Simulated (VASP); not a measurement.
# AlRu in VASP: further runs

AlRu is run at these levels: r2SCAN; tasks: relaxation of cell and atoms, single point.

All numbers are computed with VASP 6.6.1; they aren't measurements. Logs are shortened: lines on timing, memory, paths and dates and some standing lists are left out, and cuts for length are marked.

## 1. The cell of the first run

The structure is cubic, space group Pm-3m (No. 221). The conventional cell has a = 2.823 Å, b = 2.823 Å, c = 2.823 Å, α = 90.00°, β = 90.00°, γ = 90.00°. Al (site symmetry m-3m) has 8 Ru at 2.44 Å and 6 Al at 2.82 Å within 3.2 Å. Within 3.2 Å of Ru (site symmetry m-3m) lie 8 Al at 2.44 Å and 6 Ru at 2.82 Å.

## 2. Relaxation of cell and atoms, r2SCAN, target pressure 50 GPa, at which the enthalpy is minimised

The input, POSCAR:

```
AlRu
1.0
    2.8231281966      0.0000000000      0.0000000000
    0.0000000000      2.8231281966      0.0000000000
    0.0000000000      0.0000000000      2.8231281966
Al Ru
1 1
Direct
    0.0000000000      0.0000000000      0.0000000000
    0.5000000000      0.5000000000      0.5000000000
```

The input, INCAR.step1:

```
SYSTEM = AlRu
PREC = Accurate ; ENCUT = 600
ISMEAR = 0 ; SIGMA = 0.1
LREAL = .FALSE. ; LASPH = .TRUE.
NELM = 100 ; GGA = PE
ALGO = Normal ; EDIFF = 1E-4
LWAVE = .TRUE. ; LCHARG = .FALSE.
```

The input, INCAR.step2:

```
SYSTEM = AlRu
PREC = Accurate ; ENCUT = 600
EDIFF = 1E-6 ; ISMEAR = 0
SIGMA = 0.1 ; LREAL = .FALSE.
LASPH = .TRUE. ; NELM = 100
ALGO = Normal ; ISIF = 3
LWAVE = .FALSE. ; LCHARG = .FALSE.
METAGGA = R2SCAN ; LMIXTAU = .TRUE.
IBRION = 2 ; NSW = 70
EDIFFG = -0.008 ; PSTRESS = 500.0
ISTART = 1
```

The input, KPOINTS:

```
regular mesh
0
G
  14 14 14
  0 0 0
```

Potentials or basis: VASP PAW PBE potentials, release 64 (Al, Ru_pv).

The run is started by

```sh
$ cat potpaw_PBE.64/Al/POTCAR potpaw_PBE.64/Ru_pv/POTCAR > POTCAR
$ cp INCAR.step1 INCAR
$ mpirun -np 1 vasp_std > vasp.out
$ cp INCAR.step2 INCAR
$ mpirun -np 1 vasp_std > vasp.out
```

OUTCAR:

```text
SYSTEM = AlRu
   PREC = Accurate
   ENCUT = 600
   EDIFF = 1E-6
   ISMEAR = 0
   LREAL = .FALSE.
   LASPH = .TRUE.
   NELM = 100
   ISIF = 3
   METAGGA = R2SCAN
   IBRION = 2
   NSW = 70
   EDIFFG = -0.008
   PSTRESS = 500.0
   ISTART = 1

 ion  position               nearest neighbor table
   1  0.000  0.000  0.000-   2 2.44   2 2.44   2 2.44   2 2.44   2 2.44   2 2.44   2 2.44   2 2.44

   2  0.500  0.500  0.500-   1 2.44   1 2.44   1 2.44   1 2.44   1 2.44   1 2.44   1 2.44   1 2.44

  LATTYP: Found a simple cubic cell.
 ALAT       =     2.8231281966

  Lattice vectors:

 A1 = (   2.8231281966,   0.0000000000,   0.0000000000)
 A2 = (   0.0000000000,   2.8231281966,   0.0000000000)
 A3 = (   0.0000000000,   0.0000000000,   2.8231281966)

Analysis of symmetry for initial positions (statically):
=====================================================================
 Subroutine PRICEL returns:
 Original cell was already a primitive cell.

 Routine SETGRP: Setting up the symmetry group for a
 simple cubic supercell.

 Subroutine GETGRP returns: Found 48 space group operations
 (whereof 48 operations were pure point group operations)
 out of a pool of 48 trial point group operations.

The static configuration has the point symmetry O_h .

Analysis of symmetry for dynamics (positions and initial velocities):
=====================================================================
 Subroutine PRICEL returns:
 Original cell was already a primitive cell.

 Routine SETGRP: Setting up the symmetry group for a
 simple cubic supercell.

 Subroutine GETGRP returns: Found 48 space group operations
 (whereof 48 operations were pure point group operations)
 out of a pool of 48 trial point group operations.

The dynamic configuration has the point symmetry O_h .

 Subroutine INISYM returns: Found 48 space group operations
 (whereof 48 operations are pure point group operations),
 and found     1 'primitive' translations

----------------------------------------------------------------------------------------

                                     Primitive cell

  volume of cell :      22.5005

  direct lattice vectors                    reciprocal lattice vectors
     2.823128197  0.000000000  0.000000000     0.354217000  0.000000000  0.000000000
     0.000000000  2.823128197  0.000000000     0.000000000  0.354217000  0.000000000
     0.000000000  0.000000000  2.823128197     0.000000000  0.000000000  0.354217000

  length of vectors
     2.823128197  2.823128197  2.823128197     0.354217000  0.354217000  0.354217000

  position of ions in fractional coordinates (direct lattice)
     0.000000000  0.000000000  0.000000000
     0.500000000  0.500000000  0.500000000

  ion indices of the primitive-cell ions
   primitive index   ion index
                 1           1
                 2           2

----------------------------------------------------------------------------------------

 KPOINTS: regular mesh

Automatic generation of k-mesh.
 Grid dimensions read from file:
 generate k-points for:   14   14   14

 Generating k-lattice:

  Cartesian coordinates                     Fractional coordinates (reciprocal lattice)
     0.025301214  0.000000000  0.000000000     0.071428571  0.000000000  0.000000000
     0.000000000  0.025301214  0.000000000     0.000000000  0.071428571  0.000000000
     0.000000000  0.000000000  0.025301214     0.000000000  0.000000000  0.071428571

  Length of vectors
     0.025301214  0.025301214  0.025301214

  Shift w.r.t. Gamma in fractional coordinates (k-lattice)
     0.000000000  0.000000000  0.000000000

 Subroutine IBZKPT returns following result:
 ===========================================

 Found    120 irreducible k-points:

 Following reciprocal coordinates:
            Coordinates               Weight
  0.000000  0.000000  0.000000      1.000000
  0.071429  0.000000  0.000000      6.000000
  0.142857  0.000000  0.000000      6.000000
  0.214286  0.000000  0.000000      6.000000
  0.285714  0.000000  0.000000      6.000000
  0.357143  0.000000  0.000000      6.000000
[... 16 lines left out ...]
  0.285714  0.214286  0.000000     24.000000
  0.357143  0.214286  0.000000     24.000000
 [... further k-points ...]
   k-points           NKPTS =    120   k-points in BZ     NKDIM =    120   number of bands    NBANDS=     12
   number of dos      NEDOS =    301   number of ions     NIONS =      2
   total plane-waves  NPLWV =  13824
   dimension x,y,z NGX =    24 NGY =   24 NGZ =   24
   dimension x,y,z NGXF=    48 NGYF=   48 NGZF=   48
   ions per type =               1   1
   NGX,Y,Z   is equivalent  to a cutoff of  14.13, 14.13, 14.13 a.u.
   NGXF,Y,Z  is equivalent  to a cutoff of  28.27, 28.27, 28.27 a.u.
 SYSTEM =  AlRu
   PREC   = accura    normal or accurate (medium, high low for compatibility)
   ISTART =      1    job   : 0-new  1-cont  2-samecut
   ICHARG =      0    charge: 1-file 2-atom 10-const
   ISPIN  =      1    spin polarized calculation?
   LNONCOLLINEAR =      F non collinear calculations
   LSORBIT =      F    spin-orbit coupling
   LASPH  =      T    aspherical Exc in radial PAW
   ENCUT  =  600.0 eV  44.10 Ry    6.64 a.u.   5.64  5.64  5.64*2*pi/ulx,y,z
   NELM   =    100;   NELMIN=  2; NELMDL=  0     # of ELM steps
   EDIFF  = 0.1E-05   stopping-criterion for ELM
   LREAL  =      F    real-space projection
   EDIFFG = -.8E-02   stopping-criterion for IOM
   NSW    =     70    number of steps for IOM
   IBRION =      2    ionic relax: 0-MD 1-quasi-New 2-CG
   NFREE  =      1    steps in history (QN), initial steepest desc. (CG)
   ISIF   =      3    stress and relaxation
   ISYM   =      2    0-nonsym 1-usesym 2-fastsym
   POTIM  = 0.5000    time-step for ionic-motion
   TEBEG  =    0.0;   TEEND  =   0.0 temperature during run
   PSTRESS=  500.0 pullay stress
   NELECT =      17.0000    total number of electrons
   NUPDOWN=      -1.0000    fix difference up-down
   EMIN   =  10.00;   EMAX   =-10.00  energy-range for DOS
   EFERMI =   0.00;   METHOD = LEGACY
   ISMEAR =     0;   SIGMA  =   0.10  broadening in eV -4-tet -1-fermi 0-gaus
   EFERMI_NEDOS =   21; number of points for ismear=-14 and -15
   IALGO  =     38    algorithm
   IMIX   =      4    mixing-type and parameters
     AMIX     =   0.40;   BMIX     =  1.00
     AMIX_MAG =   1.60;   BMIX_MAG =  1.00
  volume/ion in A,a.u.               =      11.25        75.92
  Fermi-wavevector in a.u.,A,eV,Ry     =   1.491056  2.817687 30.249114  2.223247
  Thomas-Fermi vector in A             =   2.603759
   LORBIT       =      0    0 simple, 1 ext, 2 COOP (PROOUT), +10 PAW based schemes
   METAGGA = R2SCAN    functional components
   LHFCALC =     F    Hartree Fock is set to
   AEXX    =    0.0000 exact exchange contribution
   IVDW    =     0    specifies the selected vdW correction
   LEPSILON=     F    determine dielectric tensor
   LRPA    =     F    only Hartree local field effects (RPA)
 conjugate gradient relaxation of ions
 non-spin polarized calculation
 Gauss-broadening in eV      SIGMA  =   0.10
  energy-cutoff  :      600.00
  volume of cell :       22.50
 maximum number of plane-waves:       768
 NGX is ok and might be reduce to    24
   NGX = 11   NGY = 11   NGZ = 11

--------------------------------------- Ionic step        1  -------------------------------------------

 number of electron      16.9999997 magnetization

 Free energy of the ion-electron system (eV)
  ---------------------------------------------------
  ext. energy  EPLUGINS =         0.00000000
  ---------------------------------------------------
  free energy    TOTEN  =       -33.03161063 eV

  energy without entropy =      -33.02387917  energy(sigma->0) =      -33.02774490

------------------------ aborting loop because EDIFF is reached ----------------------------------------

  FORCE on cell =-STRESS in cart. coord.  units (eV):
  Direction    XX          YY          ZZ          XY          YZ          ZX
  --------------------------------------------------------------------------------------
  -------------------------------------------------------------------------------------
  Total        7.3814419      7.3814419      7.3814419      0.0000000      0.0000000     -0.0000000
  in kB      525.6056045    525.6056045    525.6056045      0.0000000      0.0000000     -0.0000000
  external PRESSURE =      25.6056045 kB  Pullay stress =     500.0000000 kB
[... 61 lines left out ...]
  enthalpy is  TOTEN    =       -25.9992809993 eV   P V=        7.2061558299

--------------------------------------- Ionic step        3  -------------------------------------------

 number of electron      16.9999998 magnetization

 Free energy of the ion-electron system (eV)
  ---------------------------------------------------
  ext. energy  EPLUGINS =         0.00000000
  ---------------------------------------------------
  free energy    TOTEN  =       -33.07588213 eV

  energy without entropy =      -33.06806590  energy(sigma->0) =      -33.07197402

 E-fermi :  13.1391     XC(G=0): -14.5819

 val. band max:       13.1343411006   @ k =   0.3571   0.3571   0.2857
 cond. band min:      13.1756678278   @ k =   0.0714   0.0714   0.0000
 fundamental gap:      0.0413267272
 Fermi energy:        13.1391256210

 k-point     1 :       0.0000    0.0000    0.0000
  band No.  band energies     occupation
      1     -29.9930      2.00000
      2     -29.9930      2.00000
      3     -29.9930      2.00000
      4       1.9324      2.00000
      5       8.3703      2.00000
      6       8.3703      2.00000
      7      13.3616      0.00165
      8      13.3616      0.00165
      9      13.3616      0.00165
     10      20.5701      0.00000
     11      20.5701      0.00000
     12      20.5701      0.00000
[... 331 lines left out ...]
 k-point    24 :       0.3571    0.2143    0.0000
  band No.  band energies     occupation
      1     -30.3204      2.00000
      2     -30.1239      2.00000
      3     -29.9477      2.00000
      4       5.2984      2.00000
      5       8.2503      2.00000
      6       9.8528      2.00000
      7      11.0629      2.00000
      8      11.5352      2.00000
      9      12.6339      2.00000
     10      16.7049      0.00000
     11      21.0938      0.00000
     12      22.9440      0.00000

 [... further k-points ...]

------------------------ aborting loop because EDIFF is reached ----------------------------------------

  FORCE on cell =-STRESS in cart. coord.  units (eV):
  Direction    XX          YY          ZZ          XY          YZ          ZX
  --------------------------------------------------------------------------------------
  -------------------------------------------------------------------------------------
  Total        7.0575189      7.0575189      7.0575189      0.0000000     -0.0000000      0.0000000
  in kB      499.4686677    499.4686677    499.4686677      0.0000000     -0.0000000      0.0000000
  external PRESSURE =      -0.5313323 kB  Pullay stress =     500.0000000 kB
[... 17 lines left out ...]
  FREE ENERGIE OF THE ION-ELECTRON SYSTEM (eV)
  ---------------------------------------------------
  free  energy   TOTEN  =       -33.0758821313 eV

  energy  without entropy=      -33.0680659045  energy(sigma->0) =      -33.07197402

  enthalpy is  TOTEN    =       -26.0108555187 eV   P V=        7.0650266126

 reached required accuracy - stopping structural energy minimisation
```

Wall time 2.8 min (1 thread of Intel Xeon Platinum 8488C (Sapphire Rapids), shared host); peak memory 0.18 GiB.

Results:

```yaml
Free_energy: -33.0759 eV
Relaxed_volume: 11.32 Å³/atom
Relaxed_cell: a = 2.829 Å, b = 2.829 Å, c = 2.829 Å, α = 90.00°, β = 90.00°, γ = 90.00°
Space_group_after_relaxing_to_0.1_Å: Pm-3m (No. 221)
Energy_change_on_relaxing_the_run_minimises_the_enthalpy: -22.1 meV/atom
Ionic_steps: 3
Pressure_after_relaxing: 49.9 GPa
Band_gap_on_the_k_mesh: zero (an odd number of electrons rules out a gap without spin polarisation)
```

Step by step:
```csv
step,energy change (eV),largest force (eV/Å),pressure (GPa),volume (Å³)
1,0.0000,0.0000,52.56,22.50
2,-0.1738,0.0000,41.92,23.09
3,-0.0443,0.0000,49.95,22.64
```

Final structure:
```cif
data_structure
_symmetry_space_group_name_H-M 'P 1'
_symmetry_Int_Tables_number 1
_cell_length_a 2.8289
_cell_length_b 2.8289
_cell_length_c 2.8289
_cell_angle_alpha 90.000
_cell_angle_beta 90.000
_cell_angle_gamma 90.000
_cell_volume 22.64
loop_
_atom_site_label
_atom_site_type_symbol
_atom_site_fract_x
_atom_site_fract_y
_atom_site_fract_z
_atom_site_occupancy
Al1 Al 0.00000 0.00000 0.00000 1
Ru1 Ru 0.50000 0.50000 0.50000 1
```

Caveat: the cell is relaxed towards a set pressure, so the run minimises the enthalpy, not the energy; the PAW data sets were made with another functional, which shifts forces and pressure a little.

[end of part 1 of 2]
